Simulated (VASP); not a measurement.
Crystal: CuO (Tenorite).

```xyz
4
Lattice="2.3130 -1.6902 0.0000 2.3130 1.6902 0.0000 -0.8489 0.0000 4.9911" Properties=species:S:1:pos:R:3 pbc="T T T"
Cu    0.7320   -0.8343    2.4955
Cu    1.1565    0.8343    0.0000
O     1.6199    0.2802    3.7618
O     2.0444   -0.2802    1.2662
```

This cell differs from its parent crystal: volume scaled by 0.96.

Base run:

- Program: VASP 6.6.1
- Functional: PBEsol
- Potentials or basis: VASP PAW PBE potentials, release 64 (Cu, O)
- Cutoff: 520 eV
- k mesh: 10 × 10 × 5
- Occupations: fermi-dirac, width 0.05 eV
- Spin: no spin polarisation

Its results: band gap on the k mesh zero (band 17 reaches 6.36 eV, above the bottom of band 18 at 5.75 eV); pressure 5.9 GPa; largest force 0.872 eV/Å.

Q: After a change of settings the same cell gave: band gap on the k mesh zero (band 17 reaches 6.70 eV, above the bottom of band 18 at 6.10 eV); pressure 20.7 GPa; largest force 0.946 eV/Å. Which change was it?
A. functional from PBEsol to r2SCAN
B. functional from PBEsol to LDA; potentials or basis from VASP PAW PBE potentials, release 64 (Cu, O) to VASP PAW LDA potentials, release 64 (Cu, O)
C. functional from PBEsol to RPBE; further incar settings from ALGO = Normal; EDIFF = 1e-06; NBANDS = 25 to ALGO = Normal; EDIFF = 1e-07; NBANDS = 25

A: C.

Caveats: the PAW data sets were made with another functional, which shifts forces and pressure a little; semilocal functionals often make such compounds metallic where correlation or magnetic order opens a gap, which also shifts bond lengths.
